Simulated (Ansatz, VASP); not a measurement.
## ZnBr in VASP and in Ansatz

INCAR

```
SYSTEM = ZnBr
PREC = Accurate ; ENCUT = 600
EDIFF = 1E-6 ; ISMEAR = 0
SIGMA = 0.1 ; LREAL = .FALSE.
LASPH = .TRUE. ; NELM = 80
ALGO = Normal ; ISIF = 3
LWAVE = .FALSE. ; LCHARG = .FALSE.
GGA = PE ; IBRION = 2
NSW = 90 ; EDIFFG = -0.04
```

File KPOINTS:

```
Automatic mesh
0
G
  6 6 6
  0 0 0
```

The input POSCAR:

```
ZnBr
1.0
    2.7811602700      1.6057036300      3.6246062000
   -2.7811602700      1.6057036300      3.6246062000
    0.0000000000     -3.2114072600      3.6246062000
Zn Br
1 1
Direct
    0.0000000000      0.0000000000      0.0000000000
    0.5000000000      0.5000000000      0.5000000000
```

Input for Ansatz:

```yaml
crystal:
  lattice:
    - [2.78116027, 1.60570363, 3.6246062]
    - [-2.78116027, 1.60570363, 3.6246062]
    - [0.0, -3.21140726, 3.6246062]
  atoms:
    - { symbol: Zn, position: [0.0, 0.0, 0.0] }
    - { symbol: Br, position: [0.5, 0.5, 0.5] }
basis:
  ecutwfc: 420
kpoints:
  mp_grid: { grid: [6, 6, 6] }
hamiltonian:
  xc: pbe
scf:
  occupations: { method: gaussian, width: 0.1 }
  lower_state_search: "off"
output:
  forces: true
  stress: true
  eigenvalues: true
relax:
  adjacent_minimum: "off"
  f_tol: 0.04
  max_steps: 70
  cell: { stress_tol: 0.4 }
```

Alike in both runs: task relaxation of cell and atoms; functional PBE; k mesh 6 × 6 × 6; occupations gaussian, width 0.1 eV; no spin polarisation.

|  | VASP | Ansatz |
| --- | --- | --- |
| version | VASP 6.6.1 | Ansatz 0.2.0 |
| potentials or method | VASP PAW PBE potentials, release 64 (Zn, Br), cutoff 600 eV | scalar-relativistic, plane waves, PAW |
| valence electrons in the cell | 19 | 19 |

Ansatz gave:

| Property | Result |
| --- | --- |
| gap on the k mesh at the Fermi level, each at its own relaxed structure (eV) | none |
| relaxed volume (Å³/atom) | 25.12 |
| relaxed cell length with the largest relative difference (Å) | 4.111 |

Task: Which values does VASP return?

Result: gap on the k mesh at the Fermi level, each at its own relaxed structure (eV): none; relaxed volume (Å³/atom): 25.12; relaxed cell length with the largest relative difference (Å): 4.066.

A gap of «none» marks a metal or a gap that the smearing closes.

Noted on VASP's run: the volume moved by over 15 % at a fixed basis, so the end points are rough.
